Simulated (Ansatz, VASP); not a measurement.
## GeBr: VASP beside Ansatz

```
Ge Br
1.0
     3.60511    0.00000    0.00000
     0.00000    3.60511    0.00000
     0.00000    0.00000    3.60511
Ge Br
1 1
Direct
  0.00000 0.00000 0.00000
  0.50000 0.50000 0.50000
```

Alike in both runs: functional r2SCAN; k mesh 16 × 16 × 16; occupations gaussian, width 0.1 eV; no spin polarisation.

Ansatz relaxed the structure, and its values are those at the end. VASP's run is a single point on that final structure, the one shown.

```csv
,VASP,Ansatz
version,VASP 6.6.1,Ansatz 0.2.0
potentials or method,"VASP PAW PBE potentials, release 64 (Ge_d, Br), cutoff 520 eV","scalar-relativistic, plane waves, PAW"
valence electrons in the cell,21,21
```

|  | VASP | Ansatz | Ansatz less VASP |
| --- | --- | --- | --- |
| gap on the k mesh at the Fermi level (eV) | none | none | - |
| pressure (GPa) | -0.1 | 0.0 | +0.07 |

VASP's potentials were made for PBE, not for r2SCAN. A gap of «none» marks a metal or a gap that the smearing closes.
